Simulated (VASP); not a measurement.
# LiCl (Fm-3m) in VASP: notebook, part 2 of 2

VASP 6.6.1. Earlier steps stand in the parts before.

## Step 4: Single point, r2SCAN50

Contents of POSCAR:

```
LiCl
1.0
    0.0000000000      2.5560252063      2.5560252063
    2.5560252063      0.0000000000      2.5560252063
    2.5560252063      2.5560252063      0.0000000000
Li Cl
1 1
Direct
    0.0000000000      0.0000000000      0.0000000000
    0.5000000000      0.5000000000      0.5000000000
```

Contents of INCAR.step1:

```
SYSTEM = LiCl
PREC = Accurate ; ENCUT = 520
EDIFF = 1E-5 ; ISMEAR = 0
SIGMA = 0.01 ; LREAL = .FALSE.
LASPH = .TRUE. ; NELM = 80
ALGO = Normal ; ISIF = 2
LWAVE = .TRUE. ; LCHARG = .FALSE.
NBANDS = 12 ; GGA = PE
```

Contents of INCAR.step2:

```
SYSTEM = LiCl
PREC = Accurate ; ENCUT = 520
EDIFF = 1E-6 ; ISMEAR = 0
SIGMA = 0.01 ; LREAL = .FALSE.
LASPH = .TRUE. ; NELM = 80
ALGO = Normal ; ISIF = 2
LWAVE = .FALSE. ; LCHARG = .FALSE.
METAGGA = R2SCAN ; LHFCALC = .TRUE.
AEXX = 0.5 ; LMIXTAU = .TRUE.
PRECFOCK = Normal ; NBANDS = 12
ISTART = 1
```

Contents of KPOINTS:

```
regular mesh
0
G
  4 4 4
  0 0 0
```

Potentials or basis: VASP PAW PBE potentials, release 64 (Li_sv, Cl).

The run is started by

```sh
$ cat potpaw_PBE.64/Li_sv/POTCAR potpaw_PBE.64/Cl/POTCAR > POTCAR
$ cp INCAR.step1 INCAR
$ mpirun -np 1 vasp_std > vasp.out
$ cp INCAR.step2 INCAR
$ mpirun -np 1 vasp_std > vasp.out
```

OUTCAR:

```text
SYSTEM = LiCl
   PREC = Accurate
   ENCUT = 520
   EDIFF = 1E-6
   ISMEAR = 0
   LREAL = .FALSE.
   LASPH = .TRUE.
   NELM = 80
   ISIF = 2
   METAGGA = R2SCAN
   LHFCALC = .TRUE.
   AEXX = 0.5
   PRECFOCK = Normal
   ISTART = 1

 ion  position               nearest neighbor table
   1  0.000  0.000  0.000-   2 2.56   2 2.56   2 2.56   2 2.56   2 2.56   2 2.56
   2  0.500  0.500  0.500-   1 2.56   1 2.56   1 2.56   1 2.56   1 2.56   1 2.56

  LATTYP: Found a face centered cubic cell.
 ALAT       =     5.1120504126

  Lattice vectors:

 A1 = (   0.0000000000,   2.5560252063,   2.5560252063)
 A2 = (   2.5560252063,   0.0000000000,   2.5560252063)
 A3 = (   2.5560252063,   2.5560252063,   0.0000000000)

Analysis of symmetry for initial positions (statically):
=====================================================================
 Subroutine PRICEL returns:
 Original cell was already a primitive cell.

 Routine SETGRP: Setting up the symmetry group for a
 face centered cubic supercell.

 Subroutine GETGRP returns: Found 48 space group operations
 (whereof 48 operations were pure point group operations)
 out of a pool of 48 trial point group operations.

The static configuration has the point symmetry O_h .

Analysis of symmetry for dynamics (positions and initial velocities):
=====================================================================
 Subroutine PRICEL returns:
 Original cell was already a primitive cell.

 Routine SETGRP: Setting up the symmetry group for a
 face centered cubic supercell.

 Subroutine GETGRP returns: Found 48 space group operations
 (whereof 48 operations were pure point group operations)
 out of a pool of 48 trial point group operations.

The dynamic configuration has the point symmetry O_h .

 Subroutine INISYM returns: Found 48 space group operations
 (whereof 48 operations are pure point group operations),
 and found     1 'primitive' translations

----------------------------------------------------------------------------------------

                                     Primitive cell

  volume of cell :      33.3984

  direct lattice vectors                    reciprocal lattice vectors
     0.000000000  2.556025206  2.556025206    -0.195616224  0.195616224  0.195616224
     2.556025206  0.000000000  2.556025206     0.195616224 -0.195616224  0.195616224
     2.556025206  2.556025206  0.000000000     0.195616224  0.195616224 -0.195616224

  length of vectors
     3.614765513  3.614765513  3.614765513     0.338817239  0.338817239  0.338817239

  position of ions in fractional coordinates (direct lattice)
     0.000000000  0.000000000  0.000000000
     0.500000000  0.500000000  0.500000000

  ion indices of the primitive-cell ions
   primitive index   ion index
                 1           1
                 2           2

----------------------------------------------------------------------------------------

 KPOINTS: regular mesh

Automatic generation of k-mesh.
 Grid dimensions read from file:
 generate k-points for:    4    4    4

 Generating k-lattice:

  Cartesian coordinates                     Fractional coordinates (reciprocal lattice)
[... 31 lines left out ...]
   NGX,Y,Z   is equivalent  to a cutoff of  12.88, 12.88, 12.88 a.u.
   NGXF,Y,Z  is equivalent  to a cutoff of  25.75, 25.75, 25.75 a.u.
 SYSTEM =  LiCl
   PREC   = accura    normal or accurate (medium, high low for compatibility)
   ISTART =      1    job   : 0-new  1-cont  2-samecut
   ICHARG =      0    charge: 1-file 2-atom 10-const
   ISPIN  =      1    spin polarized calculation?
   LNONCOLLINEAR =      F non collinear calculations
   LSORBIT =      F    spin-orbit coupling
   LASPH  =      T    aspherical Exc in radial PAW
   ENCUT  =  520.0 eV  38.22 Ry    6.18 a.u.   6.72  6.72  6.72*2*pi/ulx,y,z
   NELM   =     80;   NELMIN=  2; NELMDL=  0     # of ELM steps
   EDIFF  = 0.1E-05   stopping-criterion for ELM
   LREAL  =      F    real-space projection
   EDIFFG = 0.1E-04   stopping-criterion for IOM
   NSW    =      0    number of steps for IOM
   IBRION =     -1    ionic relax: 0-MD 1-quasi-New 2-CG
   NFREE  =      0    steps in history (QN), initial steepest desc. (CG)
   ISIF   =      2    stress and relaxation
   ISYM   =      3    0-nonsym 1-usesym 2-fastsym
   POTIM  = 0.5000    time-step for ionic-motion
   TEBEG  =    0.0;   TEEND  =   0.0 temperature during run
   PSTRESS=    0.0 pullay stress
   NELECT =      10.0000    total number of electrons
   NUPDOWN=      -1.0000    fix difference up-down
   EMIN   =  10.00;   EMAX   =-10.00  energy-range for DOS
   EFERMI =   0.00;   METHOD = LEGACY
   ISMEAR =     0;   SIGMA  =   0.01  broadening in eV -4-tet -1-fermi 0-gaus
   EFERMI_NEDOS =   21; number of points for ismear=-14 and -15
   IALGO  =     38    algorithm
   IMIX   =      1    mixing-type and parameters
     AMIX     =   0.40;   BMIX     =  1.00
     AMIX_MAG =   1.60;   BMIX_MAG =  1.00
  volume/ion in A,a.u.               =      16.70       112.69
  Fermi-wavevector in a.u.,A,eV,Ry     =   1.095216  2.069658 16.320156  1.199498
  Thomas-Fermi vector in A             =   2.231535
   LORBIT       =      0    0 simple, 1 ext, 2 COOP (PROOUT), +10 PAW based schemes
   METAGGA = R2SCAN    functional components
   LHFCALC =     T    Hartree Fock is set to
   PRECFOCK=normal    Normal, Fast or Accurate (Low or Medium for compatibility)
   ENCUT4O =  -1.0   cutoff for four orbital integrals eV
   NKREDX  =     1    reduce k-point grid by
   NKREDY  =     1    reduce k-point grid by
   NKREDZ  =     1    reduce k-point grid by
   AEXX    =    0.5000 exact exchange contribution
   HFSCREEN=    0.0000 screening length (either q_TF or 0.3 A-1)
   HFSCREENC=   0.0000 screening length for correlation (either q_TF or 0.3 A-1)
   ENCUTFOCK=  -1.0 apply spherical cutoff to Coloumb kernel
   IVDW    =     0    specifies the selected vdW correction
   LEPSILON=     F    determine dielectric tensor
   LRPA    =     F    only Hartree local field effects (RPA)
 non-spin polarized calculation
 Gauss-broadening in eV      SIGMA  =   0.01
  energy-cutoff  :      520.00
  volume of cell :       33.40
 maximum number of plane-waves:       934
 NGX is ok and might be reduce to    28
  NGX = 24; NGY = 24; NGZ = 24

 number of electron      10.0000003 magnetization

 Free energy of the ion-electron system (eV)
  ---------------------------------------------------
  ext. energy  EPLUGINS =         0.00000000
  ---------------------------------------------------
  free energy    TOTEN  =       -13.14946478 eV

  energy without entropy =      -13.14946478  energy(sigma->0) =      -13.14946478

 E-fermi :  -2.1219     XC(G=0):  -5.2248

 val. band max:       -2.1831072693   @ k =   0.0000   0.0000   0.0000
 cond. band min:       8.7079380613   @ k =   0.0000   0.0000   0.0000
 fundamental gap:     10.8910453306
 Fermi energy:        -2.1219492830

 k-point     1 :       0.0000    0.0000    0.0000
  band No.  band energies     occupation
      1     -51.8550      2.00000
      2     -18.3455      2.00000
      3      -2.1831      2.00000
      4      -2.1831      2.00000
      5      -2.1831      2.00000
      6       8.7079      0.00000
      7      14.5396      0.00000
      8      14.5396      0.00000
      9      14.5396      0.00000
     10      17.7772      0.00000
     11      17.7952      0.00000
     12      17.7955      0.00000
[... 91 lines left out ...]
 k-point     8 :      -0.2500    0.5000    0.2500
  band No.  band energies     occupation
      1     -51.8501      2.00000
      2     -17.3526      2.00000
      3      -4.6970      2.00000
      4      -4.6969      2.00000
      5      -3.4478      2.00000
      6      12.2123      0.00000
      7      12.9149      0.00000
      8      13.0274      0.00000
      9      13.0275      0.00000
     10      19.2903      0.00000
     11      19.2904      0.00000
     12      22.3181      0.00000

------------------------ aborting loop because EDIFF is reached ----------------------------------------

  FORCE on cell =-STRESS in cart. coord.  units (eV):
  Direction    XX          YY          ZZ          XY          YZ          ZX
  --------------------------------------------------------------------------------------
  -------------------------------------------------------------------------------------
  Total       -0.2189659     -0.2189659     -0.2189659     -0.0000000      0.0000000      0.0000000
  in kB      -10.5041673    -10.5041673    -10.5041673     -0.0000000      0.0000000      0.0000000
  external PRESSURE =     -10.5041673 kB  Pullay stress =       0.0000000 kB

 VOLUME and BASIS-vectors are now :
 -----------------------------------------------------------------------------
  energy-cutoff  :      520.00
  volume of cell :       33.40
      direct lattice vectors                 reciprocal lattice vectors
     0.000000000  2.556025206  2.556025206    -0.195616224  0.195616224  0.195616224
     2.556025206  0.000000000  2.556025206     0.195616224 -0.195616224  0.195616224
     2.556025206  2.556025206  0.000000000     0.195616224  0.195616224 -0.195616224

 POSITION                                       TOTAL-FORCE (eV/Angst)
 -----------------------------------------------------------------------------------
      0.00000      0.00000      0.00000        -0.000000     -0.000000      0.000000
      2.55603      2.55603      2.55603         0.000000      0.000000      0.000000
 -----------------------------------------------------------------------------------
    total drift:                               -0.000000      0.000000     -0.000000

  FREE ENERGIE OF THE ION-ELECTRON SYSTEM (eV)
  ---------------------------------------------------
  free  energy   TOTEN  =       -13.1494647767 eV

  energy  without entropy=      -13.1494647767  energy(sigma->0) =      -13.14946478
```

It took 4.8 min on 1 thread of AMD EPYC 7R43 (Zen 3), shared host; peak memory 0.12 GiB.

Results:

```yaml
Free_energy: -13.1495 eV
Band_gap_on_the_k_mesh: 10.89 eV, direct
```

Caveat: the k points lie up to 0.53 Å⁻¹ apart; the cutoff is under 1.25 times the usual one of these potentials, so pressure, stress and relaxed cells hold a basis-set (Pulay) error; the PAW data sets were made with another functional, which shifts forces and pressure a little.

## Step 5: Single point, PBE-based global hybrid

POSCAR is that of step 4.

INCAR.step1: that of step 4 with these lines changed.

```diff
@@ -4,3 +4,3 @@
 SIGMA = 0.01 ; LREAL = .FALSE.
-LASPH = .TRUE. ; NELM = 80
+LASPH = .TRUE. ; NELM = 100
 ALGO = Normal ; ISIF = 2
```

Contents of INCAR.step2:

```
SYSTEM = LiCl
PREC = Accurate ; ENCUT = 520
EDIFF = 1E-7 ; ISMEAR = 0
SIGMA = 0.01 ; LREAL = .FALSE.
LASPH = .TRUE. ; NELM = 100
ALGO = Normal ; ISIF = 2
LWAVE = .FALSE. ; LCHARG = .FALSE.
GGA = PE ; LHFCALC = .TRUE.
AEXX = 0.1 ; PRECFOCK = Normal
NBANDS = 12 ; ISTART = 1
```

Contents of KPOINTS:

```
Automatic mesh
0
G
  4 4 4
  0 0 0
```

The run is started by

```sh
$ cat potpaw_PBE.64/Li_sv/POTCAR potpaw_PBE.64/Cl/POTCAR > POTCAR
$ cp INCAR.step1 INCAR
$ mpirun -np 1 vasp_std > vasp.out
$ cp INCAR.step2 INCAR
$ mpirun -np 1 vasp_std > vasp.out
```

Run time: 2.2 min. Hardware: 1 thread of AMD EPYC 7R43 (Zen 3), shared host; peak memory 0.12 GiB.

The run converged. Its results:

- Free energy: -8.0219 eV
- Band gap on the k mesh: 7.25 eV, direct

Levels at points of the mesh, in eV from the valence-band top:
| k point | band 1 | band 2 | band 3 | band 4 | band 5 | band 6 | band 7 | band 8 | band 9 | band 10 |
| --- | --- | --- | --- | --- | --- | --- | --- | --- | --- | --- |
| (0.00, 0.00, 0.00) | -44.62 | -13.95 | 0.00 | 0.00 | 0.00 | 7.25 | 12.87 | 12.87 | 12.87 | 15.58 |
| (0.50, 0.00, 0.00) | -44.62 | -13.35 | -2.96 | -0.27 | -0.27 | 7.61 | 10.41 | 10.41 | 14.09 | 17.92 |
| (0.50, 0.50, 0.00) | -44.62 | -13.08 | -3.04 | -1.16 | -1.16 | 8.78 | 9.11 | 13.52 | 15.20 | 15.20 |

Caveat: the k points lie up to 0.53 Å⁻¹ apart; the cutoff is under 1.25 times the usual one of these potentials, so pressure, stress and relaxed cells hold a basis-set (Pulay) error; the PAW data sets were made with another functional, which shifts forces and pressure a little. A k mesh can miss the band edges.

## Step 6: Summary

| level | k mesh | grid for exact exchange (PRECFOCK) | screening parameter | share of exact exchange | gap on the mesh (eV) |
| --- | --- | --- | --- | --- | --- |
| r2SCAN | 6 × 6 × 6 | - | - | - | 7.36 |
| HSE06 | 4 × 4 × 4 | Normal | 0.2079 1/Å | - | 7.80 |
| r2SCAN50 | 4 × 4 × 4 | Normal | - | - | 10.89 |
| PBE-based global hybrid | 4 × 4 × 4 | Normal | - | 0.1 | 7.25 |

Alike in all rows: task single point; potentials or basis VASP PAW PBE potentials, release 64 (Li_sv, Cl); no spin polarisation; cell as given; cutoff (eV) 520; smearing gaussian 0.01 eV.

Caveats: some runs use coarse meshes; the cutoff is under 1.25 times the usual one of these potentials, so pressure, stress and relaxed cells hold a basis-set (Pulay) error; the PAW data sets were made with another functional, which shifts forces and pressure a little.

Absolute energies hang on the potentials; compare differences alone.
